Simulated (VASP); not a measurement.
# CaF2 in VASP: single point with PBE+D3(BJ)

Aim: the single point of CaF2 with PBE+D3(BJ).

Program: VASP 6.6.1. These are calculated values, not measurements. Logs are shortened: lines on timing, memory, paths and dates and some standing lists are left out, and cuts for length are marked.

### Step 1. The cell of the first run

The cell holds a slab with vacuum, 36 atoms: a = 7.735 Å, b = 7.735 Å, c = 23.894 Å, α = 90.00°, β = 90.00°, γ = 120.00°.

### Step 2. Single point, PBE+D3(BJ)

Input file INCAR:

```
SYSTEM = CaF2
  PREC = Accurate
  ENCUT = 520
  EDIFF = 1E-6
  ISMEAR = 0
  SIGMA = 0.05
  LREAL = Auto
  LASPH = .True.
  NELM = 120
  ALGO = Normal
  ISIF = 2
  LWAVE = .False.
  LCHARG = .False.
  LDIPOL = .True.
  IDIPOL = 3
  DIPOL = 0.5 0.5 0.500
  GGA = PE
  IVDW = 12
  NBANDS = 168
  GGA_COMPAT = .False.
  NELMDL = -8
```

Input file KPOINTS:

```
regular mesh
0
Gamma
  3 3 1
  0 0 0
```

Input file POSCAR:

```
CaF2
1.0
    7.7347822766      0.0000000000      0.0000000000
   -3.8673911383      6.6985179443      0.0000000000
    0.0000000000      0.0000000000     23.8942791039
F Ca
24 12
Direct
    0.5000000000      0.5000000000      0.3348081758
    0.5000000000      0.0000000000      0.3348081758
    0.0000000000      0.5000000000      0.3348081758
    0.0000000000      0.0000000000      0.3348081758
    0.6666666667      0.3333333333      0.4008849055
    0.6666666667      0.8333333333      0.4008849055
    0.1666666667      0.3333333333      0.4008849055
    0.1666666667      0.8333333333      0.4008849055
    0.8333333333      0.6666666667      0.4669616352
    0.8333333333      0.1666666667      0.4669616352
    0.3333333333      0.6666666667      0.4669616352
    0.3333333333      0.1666666667      0.4669616352
    0.0000000000      0.5000000000      0.5335199356
    0.0000000000      0.0000000000      0.5335199356
    0.5000000000      0.5000000000      0.5335199356
    0.5000000000      0.0000000000      0.5335199356
    0.1666666667      0.8333333333      0.5988890269
    0.1666666667      0.3333333333      0.5988890269
    0.6666666667      0.8333333333      0.5988890269
    0.6666666667      0.3333333333      0.5988890269
    0.3333333333      0.6666666667      0.6666499241
    0.3333333333      0.1666666667      0.6666499241
    0.8333333333      0.6666666667      0.6666499241
    0.8333333333      0.1666666667      0.6666499241
    0.3333333333      0.1666666667      0.3678465407
    0.3333333333      0.6666666667      0.3678465407
    0.8333333333      0.1666666667      0.3678465407
    0.8333333333      0.6666666667      0.3678465407
    0.6666666667      0.3333333333      0.5000691654
    0.6666666667      0.8333333333      0.5000691654
    0.1666666667      0.3333333333      0.5000691654
    0.1666666667      0.8333333333      0.5000691654
    0.0000000000      0.5000000000      0.6323469235
    0.0000000000      0.0000000000      0.6323469235
    0.5000000000      0.5000000000      0.6323469235
    0.5000000000      0.0000000000      0.6323469235
```

Potentials or basis: VASP PAW PBE potentials, release 64 (F, Ca_sv).

On the command line:

```bash
> cat potpaw_PBE.64/F/POTCAR potpaw_PBE.64/Ca_sv/POTCAR > POTCAR
> mpirun -np 1 vasp_std > vasp.out
```

OUTCAR:

```text
SYSTEM = CaF2
   PREC = Accurate
   ENCUT = 520
   EDIFF = 1E-6
   ISMEAR = 0
   LREAL = Auto
   LASPH = .True.
   NELM = 120
   ISIF = 2
   GGA = PE
   IVDW = 12
   NELMDL = -8
 IVDW          = 12

 ion  position               nearest neighbor table
   1  0.500  0.500  0.335-  28 2.37  25 2.37  26 2.37
   2  0.500  0.000  0.335-  27 2.37  26 2.37  25 2.37
   3  0.000  0.500  0.335-  26 2.37  27 2.37  28 2.37
   4  0.000  0.000  0.335-  25 2.37  28 2.37  27 2.37
   5  0.667  0.333  0.401-  27 2.37  25 2.37  28 2.37  29 2.37
   6  0.667  0.833  0.401-  28 2.37  26 2.37  27 2.37  30 2.37
   7  0.167  0.333  0.401-  25 2.37  27 2.37  26 2.37  31 2.37
   8  0.167  0.833  0.401-  26 2.37  28 2.37  25 2.37  32 2.37
   9  0.833  0.667  0.467-  28 2.37  30 2.37  32 2.37  29 2.37
  10  0.833  0.167  0.467-  27 2.37  29 2.37  31 2.37  30 2.37
[... 8 lines left out ...]
  19  0.667  0.833  0.599-  30 2.36  34 2.37  35 2.37  36 2.37
  20  0.667  0.333  0.599-  29 2.36  33 2.37  36 2.37  35 2.37
  21  0.333  0.667  0.667-  33 2.38  36 2.38  35 2.38
  22  0.333  0.167  0.667-  34 2.38  35 2.38  36 2.38
[... 23 lines left out ...]
  Lattice vectors:

 A1 = (   7.7347822766,   0.0000000000,   0.0000000000)
 A2 = (  -3.8673911383,   6.6985179443,   0.0000000000)
 A3 = (   0.0000000000,   0.0000000000,  23.8942791039)

Analysis of symmetry for initial positions (statically):
=====================================================================
 Subroutine PRICEL returns following result:

  LATTYP: Found a hexagonal cell.
 ALAT       =     3.8673911383
 C/A-ratio  =     6.1783973354

  Lattice vectors:

 A1 = (   3.8673911383,   0.0000000000,   0.0000000000)
 A2 = (  -1.9336955691,   3.3492589721,   0.0000000000)
 A3 = (   0.0000000000,   0.0000000000,  23.8942791039)

   4 primitive cells build up your supercell.

 Routine SETGRP: Setting up the symmetry group for a
 hexagonal supercell.

 Subroutine GETGRP returns: Found  6 space group operations
 (whereof  6 operations were pure point group operations)
 out of a pool of 24 trial point group operations.

The static configuration has the point symmetry C_3v.

Analysis of symmetry for dynamics (positions and initial velocities):
=====================================================================
 Subroutine PRICEL returns following result:

  LATTYP: Found a hexagonal cell.
 ALAT       =     3.8673911383
 C/A-ratio  =     6.1783973354

  Lattice vectors:

 A1 = (   3.8673911383,   0.0000000000,   0.0000000000)
 A2 = (  -1.9336955691,   3.3492589721,   0.0000000000)
 A3 = (   0.0000000000,   0.0000000000,  23.8942791039)

   4 primitive cells build up your supercell.

 Routine SETGRP: Setting up the symmetry group for a
 hexagonal supercell.

 Subroutine GETGRP returns: Found  6 space group operations
 (whereof  6 operations were pure point group operations)
 out of a pool of 24 trial point group operations.

The dynamic configuration has the point symmetry C_3v.

 Subroutine INISYM returns: Found  6 space group operations
 (whereof  6 operations are pure point group operations),
 and found     4 'primitive' translations

----------------------------------------------------------------------------------------

                                     Primitive cell

  volume of cell :     309.5001

  direct lattice vectors                    reciprocal lattice vectors
     3.867391138  0.000000000  0.000000000     0.258572243  0.149286754  0.000000000
    -1.933695569  3.349258972  0.000000000     0.000000000  0.298573508  0.000000000
     0.000000000  0.000000000 23.894279104     0.000000000  0.000000000  0.041851022

  length of vectors
     3.867391138  3.867391138 23.894279104     0.298573508  0.298573508  0.041851022

  position of ions in fractional coordinates (direct lattice)
     0.000000000  1.000000000  0.334808176
     0.333333333  0.666666667  0.400884905
     0.666666667  0.333333333  0.466961635
     0.000000000  1.000000000  0.533519936
     0.333333333  0.666666667  0.598889027
     0.666666667  0.333333333  0.666649924
     0.666666667  0.333333333  0.367846541
     0.333333333  0.666666667  0.500069165
     0.000000000  1.000000000  0.632346924

  ion indices of the primitive-cell ions
   primitive index   ion index
                 1           1
                 2           5
                 3          11
                 4          15
                 5          20
                 6          21
                 7          26
                 8          29
                 9          35

----------------------------------------------------------------------------------------

 KPOINTS: regular mesh

Automatic generation of k-mesh.
 Grid dimensions read from file:
 generate k-points for:    3    3    1

 Generating k-lattice:

  Cartesian coordinates                     Fractional coordinates (reciprocal lattice)
     0.043095374  0.024881126  0.000000000     0.333333333  0.000000000  0.000000000
     0.000000000  0.049762251  0.000000000     0.000000000  0.333333333  0.000000000
     0.000000000  0.000000000  0.041851022     0.000000000  0.000000000  1.000000000

  Length of vectors
     0.049762251  0.049762251  0.041851022

  Shift w.r.t. Gamma in fractional coordinates (k-lattice)
     0.000000000  0.000000000  0.000000000

 Subroutine IBZKPT returns following result:
 ===========================================

 Found      3 irreducible k-points:

 Following reciprocal coordinates:
            Coordinates               Weight
  0.000000  0.000000  0.000000      1.000000
  0.333333  0.000000  0.000000      6.000000
  0.333333  0.333333  0.000000      2.000000
   k-points           NKPTS =      3   k-points in BZ     NKDIM =      3   number of bands    NBANDS=    168
   number of dos      NEDOS =    301   number of ions     NIONS =     36
   total plane-waves  NPLWV = 648000
   dimension x,y,z NGX =    60 NGY =   60 NGZ =  180
   dimension x,y,z NGXF=   120 NGYF=  120 NGZF=  360
   ions per type =              24  12
   NGX,Y,Z   is equivalent  to a cutoff of  12.90, 12.90, 12.52 a.u.
   NGXF,Y,Z  is equivalent  to a cutoff of  25.79, 25.79, 25.05 a.u.
 SYSTEM =  CaF2
   PREC   = accura    normal or accurate (medium, high low for compatibility)
   ISTART =      0    job   : 0-new  1-cont  2-samecut
   ICHARG =      2    charge: 1-file 2-atom 10-const
   ISPIN  =      1    spin polarized calculation?
   LNONCOLLINEAR =      F non collinear calculations
   LSORBIT =      F    spin-orbit coupling
   LASPH  =      T    aspherical Exc in radial PAW
   ENCUT  =  520.0 eV  38.22 Ry    6.18 a.u.  14.38 14.38 44.43*2*pi/ulx,y,z
   NELM   =    120;   NELMIN=  2; NELMDL= -8     # of ELM steps
   EDIFF  = 0.1E-05   stopping-criterion for ELM
   LREAL  =      T    real-space projection
   EDIFFG = 0.1E-04   stopping-criterion for IOM
   NSW    =      0    number of steps for IOM
   IBRION =     -1    ionic relax: 0-MD 1-quasi-New 2-CG
   NFREE  =      0    steps in history (QN), initial steepest desc. (CG)
   ISIF   =      2    stress and relaxation
   ISYM   =      2    0-nonsym 1-usesym 2-fastsym
   POTIM  = 0.5000    time-step for ionic-motion
   TEBEG  =    0.0;   TEEND  =   0.0 temperature during run
   PSTRESS=    0.0 pullay stress
   NELECT =     288.0000    total number of electrons
   NUPDOWN=      -1.0000    fix difference up-down
   EMIN   =  10.00;   EMAX   =-10.00  energy-range for DOS
   EFERMI =   0.00;   METHOD = LEGACY
   ISMEAR =     0;   SIGMA  =   0.05  broadening in eV -4-tet -1-fermi 0-gaus
   EFERMI_NEDOS =   21; number of points for ismear=-14 and -15
   IALGO  =     38    algorithm
   IMIX   =      4    mixing-type and parameters
     AMIX     =   0.40;   BMIX     =  1.00
     AMIX_MAG =   1.60;   BMIX_MAG =  1.00
  volume/ion in A,a.u.               =      34.39       232.07
  Fermi-wavevector in a.u.,A,eV,Ry     =   1.006851  1.902673 13.792905  1.013750
  Thomas-Fermi vector in A             =   2.139620
   LORBIT       =      0    0 simple, 1 ext, 2 COOP (PROOUT), +10 PAW based schemes
   GGA     = PE    functional components
   LHFCALC =     F    Hartree Fock is set to
   AEXX    =    0.0000 exact exchange contribution
   IVDW    =    12    specifies the selected vdW correction
   LEPSILON=     F    determine dielectric tensor
   LRPA    =     F    only Hartree local field effects (RPA)
 non-spin polarized calculation
 Gauss-broadening in eV      SIGMA  =   0.05
  energy-cutoff  :      520.00
  volume of cell :     1238.00
 maximum number of plane-waves:     33347
 NGX is ok and might be reduce to    60
   NGX = 29   NGY = 29   NGZ = 89

 dipolmoment           0.000000      0.000000     -0.000001 electrons x Angstroem

 number of electron     287.9999804 magnetization

 dipolmoment           0.000000      0.000000      0.053913 electrons x Angstroem

 Free energy of the ion-electron system (eV)
  ---------------------------------------------------
  ext. energy  EPLUGINS =         0.00000000
  ---------------------------------------------------
  free energy    TOTEN  =      -205.77368757 eV

  energy without entropy =     -205.77368757  energy(sigma->0) =     -205.77368757

 E-fermi :  -4.9078     XC(G=0):  -4.2989

 val. band max:       -5.1996346168   @ k =   0.0000   0.0000   0.0000
 cond. band min:       1.4250886800   @ k =   0.0000   0.0000   0.0000
 fundamental gap:      6.6247232968
 Fermi energy:        -4.9078100663

 k-point     1 :       0.0000    0.0000    0.0000
  band No.  band energies     occupation
      1     -41.5433      2.00000
      2     -41.5224      2.00000
      3     -41.5224      2.00000
      4     -41.5224      2.00000
      5     -41.5195      2.00000
      6     -41.4990      2.00000
[... 466 lines left out ...]
    155       3.2485      0.00000
    156       3.2963      0.00000
 [bands above 156 left out]

------------------------ aborting loop because EDIFF is reached ----------------------------------------

 vacuum level on the upper side and lower side of the slab       (xc-potential included)        -0.013        -0.191

 Edisp (eV)   -4.30266

 E8    (eV) :    -1.8504

  FORCE on cell =-STRESS in cart. coord.  units (eV):
  Direction    XX          YY          ZZ          XY          YZ          ZX
  --------------------------------------------------------------------------------------
  -------------------------------------------------------------------------------------
  Total      -9.67379    -9.67379     0.15259     0.00000     0.00000    -0.00000
  in kB     -12.51948   -12.51948     0.19747     0.00000     0.00000    -0.00000
  external pressure =       -8.28 kB  Pullay stress =        0.00 kB

 VOLUME and BASIS-vectors are now :
 -----------------------------------------------------------------------------
  energy-cutoff  :      520.00
  volume of cell :     1238.00
      direct lattice vectors                 reciprocal lattice vectors
     7.734782277  0.000000000  0.000000000     0.129286121  0.074643377  0.000000000
    -3.867391138  6.698517944  0.000000000     0.000000000  0.149286754  0.000000000
     0.000000000  0.000000000 23.894279104     0.000000000  0.000000000  0.041851022

 POSITION                                       TOTAL-FORCE (eV/Angst)
 -----------------------------------------------------------------------------------
      1.93370      3.34926      8.00000         0.000000      0.000000     -0.147849
      3.86739      0.00000      8.00000         0.000000      0.000000     -0.147849
     -1.93370      3.34926      8.00000         0.000000     -0.000000     -0.147849
      0.00000      0.00000      8.00000         0.000000      0.000000     -0.147849
      3.86739      2.23284      9.57886        -0.000000      0.000000      0.071979
      1.93370      5.58210      9.57886        -0.000000      0.000000      0.071979
[... 28 lines left out ...]
      1.93370      3.34926     15.10947         0.000000      0.000000      0.023636
      3.86739      0.00000     15.10947         0.000000     -0.000000      0.023636
 -----------------------------------------------------------------------------------
    total drift:                                0.000000      0.000000      0.009271

  FREE ENERGIE OF THE ION-ELECTRON SYSTEM (eV)
  ---------------------------------------------------
  free  energy   TOTEN  =      -210.0763484808 eV

  energy  without entropy=     -210.0763484808  energy(sigma->0) =     -210.07634848

 vacuum level on the upper side and lower side of the slab         2.837         2.655
```

Wall time 40 min (1 thread of Intel Xeon Platinum 8259CL at 2.50GHz (Skylake/Cascade Lake), shared host); peak memory 1.4 GiB.

What came out:

| Item | Value |
| --- | --- |
| Free energy | -210.0763 eV |
| Largest force | 0.148 eV/Å |
| Band gap on the k mesh | 6.62 eV |
| Dispersion energy per atom | -0.120 eV |

Forces on the atoms (eV/Å):
```
F    0.000  0.000 -0.148
F    0.000  0.000 -0.148
F    0.000  0.000 -0.148
F    0.000  0.000 -0.148
F    0.000  0.000  0.072
F    0.000  0.000  0.072
F    0.000  0.000  0.072
F    0.000  0.000  0.072
F    0.000  0.000 -0.056
F    0.000  0.000 -0.056
F    0.000  0.000 -0.056
F    0.000  0.000 -0.056
F    0.000  0.000  0.010
F    0.000  0.000  0.010
F    0.000  0.000  0.010
F    0.000  0.000  0.010
F    0.000  0.000 -0.007
F    0.000  0.000 -0.007
F    0.000  0.000 -0.007
F    0.000  0.000 -0.007
F    0.000  0.000  0.017
F    0.000  0.000  0.017
F    0.000  0.000  0.017
F    0.000  0.000  0.017
Ca   0.000  0.000  0.077
Ca   0.000  0.000  0.077
Ca   0.000  0.000  0.077
Ca   0.000  0.000  0.077
Ca   0.000  0.000  0.011
Ca   0.000  0.000  0.011
Ca   0.000  0.000  0.011
Ca   0.000  0.000  0.011
Ca   0.000  0.000  0.024
Ca   0.000  0.000  0.024
Ca   0.000  0.000  0.024
Ca   0.000  0.000  0.024
```
